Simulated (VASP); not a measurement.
A run of VASP 6.6.1 is set up as follows.

File INCAR:

```
SYSTEM = Sb
PREC     = Accurate       ! precision mode
ENCUT    = 520            ! plane-wave cutoff, eV
EDIFF    = 1E-8           ! SCF threshold, eV
ISMEAR   = -1             ! smearing method
SIGMA    = 0.08           ! smearing width, eV
LREAL    = .False.        ! projectors in reciprocal space
LASPH    = .True.         ! aspherical terms in the spheres
NELM     = 100            ! most SCF steps
ALGO     = Normal         ! electronic algorithm
ISIF     = 2              ! what is computed and relaxed
LWAVE    = .False.        ! write WAVECAR
LCHARG   = .False.        ! write CHGCAR
GGA      = PS             ! functional
LEFG     = .True.       
NBANDS   = 8              ! bands
```

The input KPOINTS:

```
regular mesh
0
Gamma
  12 12 12
  0 0 0
```

POSCAR

```
Sb
1.0
    3.1600000000      0.0000000000      0.0000000000
    0.0000000000      3.1600000000      0.0000000000
    0.0000000000      0.0000000000      3.1600000000
Sb
1
Direct
    0.0000000000      0.0000000000      0.0000000000
```

Potentials or basis: VASP PAW PBE potentials, release 64 (Sb).

Launch:

```sh
$ cat potpaw_PBE.64/Sb/POTCAR > POTCAR
$ mpirun -np 1 vasp_std > vasp.out
```

(1) Predict the pressure.

## Answers

(1) -4.6 GPa.

Caveat: without QUAD_EFG the Cq values of the log hold for a quadrupole moment of 1 mb, not for the nuclei; the PAW data sets were made with another functional, which shifts forces and pressure a little.
